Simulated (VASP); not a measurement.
A run of VASP 6.6.1 is set up as follows.

Contents of POSCAR:

```
KI
1.0
    0.0000000000      3.5442852436      3.5442852436
    3.5442852436      0.0000000000      3.5442852436
    3.5442852436      3.5442852436      0.0000000000
K I
1 1
Direct
    0.0000000000      0.0000000000      0.0000000000
    0.5000000000      0.5000000000      0.5000000000
```

File INCAR.step1:

```
PREC = Accurate
ENCUT = 520
ISMEAR = 0
SIGMA = 0.01
LREAL = False
LASPH = True
NELM = 100
NBANDS = 15
GGA = PE
ALGO = Normal
EDIFF = 1E-4
LWAVE = True
LCHARG = False
```

Contents of INCAR.step2:

```
PREC = Accurate
ENCUT = 520
EDIFF = 1E-6
ISMEAR = 0
SIGMA = 0.01
LREAL = False
LASPH = True
NELM = 100
ALGO = Normal
ISIF = 2
LWAVE = False
LCHARG = False
METAGGA = R2SCAN
LMIXTAU = True
NBANDS = 15
ISTART = 1
```

File KPOINTS:

```
regular mesh
0
Gamma
  4 4 4
```

Potentials or basis: VASP PAW PBE potentials, release 64 (K_sv, I).

Launch:

```sh
$ cat potpaw_PBE.64/K_sv/POTCAR potpaw_PBE.64/I/POTCAR > POTCAR
$ cp INCAR.step1 INCAR
$ mpirun -np 1 vasp_std > vasp.out
$ cp INCAR.step2 INCAR
$ mpirun -np 1 vasp_std > vasp.out
```

(1) Predict the pressure.

(2) Predict the band gap on the k mesh.

## Answers

(1) 0.0 GPa.

(2) 4.58 eV.

Caveat: the PAW data sets were made with another functional, which shifts forces and pressure a little; spin-orbit coupling is left out, which moves the levels of the heavy elements.
